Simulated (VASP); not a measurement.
# B: single point with PBE

The system is B.

```xyz
12
Lattice="4.2799 -2.5656 0.0000 4.2799 2.5656 0.0000 0.0000 0.0000 4.6105" Properties=species:S:1:pos:R:3 pbc="T T T"
B     1.4778    0.8154    2.0156
B     1.4778   -0.8154    2.5950
B     7.0819    0.8154    0.2897
B     7.0819   -0.8154    4.3209
B     7.0819   -0.8154    2.5950
B     7.0819    0.8154    2.0156
B     1.4778   -0.8154    4.3209
B     1.4778    0.8154    0.2897
B     4.2799    1.7512    2.0158
B     4.2799   -1.7512    2.5948
B     4.2799    1.7512    0.2895
B     4.2799   -1.7512    4.3210
```

```
Program             : VASP 6.6.1
Task                : single point
Functional          : PBE
Potentials or basis : VASP PAW PBE potentials, release 64 (B)
Cutoff              : 520 eV
k mesh              : 4 × 4 × 4
Occupations         : gaussian, width 0.1 eV
Spin                : no spin polarisation
```

```yaml
Pressure: 25.8 GPa
Largest_force: 2.596 eV/Å
Band_gap_on_the_k_mesh: zero (band 18 reaches 4.03 eV, above the bottom of band 19 at 3.46 eV)
```

Forces on the atoms (eV/Å):
```
B    1.572  1.171 -0.840
B    1.572 -1.171  0.840
B   -1.572  1.171  0.840
B   -1.572 -1.171 -0.840
B   -1.572 -1.171  0.840
B   -1.572  1.171 -0.840
B    1.572 -1.171 -0.840
B    1.572  1.171  0.840
B    0.000 -2.070 -1.567
B    0.000  2.070  1.567
B    0.000 -2.070  1.567
B    0.000  2.070 -1.567
```

Stress tensor (GPa, compression positive):
```
31.00  0.00  0.00
 0.00 20.81  0.00
 0.00  0.00 25.74
```

Levels at points of the mesh, in eV from the Fermi level:
| k point | band 15 | band 16 | band 17 | band 18 | band 19 | band 20 | band 21 | band 22 |
| --- | --- | --- | --- | --- | --- | --- | --- | --- |
| (0.00, 0.00, 0.00) | -2.54 | -2.22 | -1.85 | -0.12 | -0.03 | 0.76 | 2.58 | 3.04 |
| (0.50, 0.00, 0.00) | -2.31 | -1.30 | -0.68 | 0.40 | 0.54 | 1.42 | 1.60 | 2.17 |
| (0.50, 0.50, 0.00) | -1.74 | -1.71 | -0.46 | 0.20 | 0.78 | 1.03 | 1.17 | 1.42 |
| (0.00, 0.00, 0.50) | -1.53 | -1.53 | -0.36 | -0.36 | 0.71 | 0.71 | 1.10 | 1.10 |
| (0.50, 0.00, 0.50) | -1.17 | -1.17 | -0.52 | -0.52 | -0.06 | -0.06 | 0.74 | 0.74 |
| (0.50, 0.50, 0.50) | -1.88 | -1.88 | -0.79 | -0.79 | -0.11 | -0.11 | 0.96 | 0.96 |

It took 55 s on 1 thread of Intel(R) Xeon(R) Platinum 8488C (Sapphire Rapids), on a shared host, peak memory 0.23 GiB.

Caveat: forces of over 1 eV/Å act on the atoms, so gaps and moduli don't describe the material at rest.
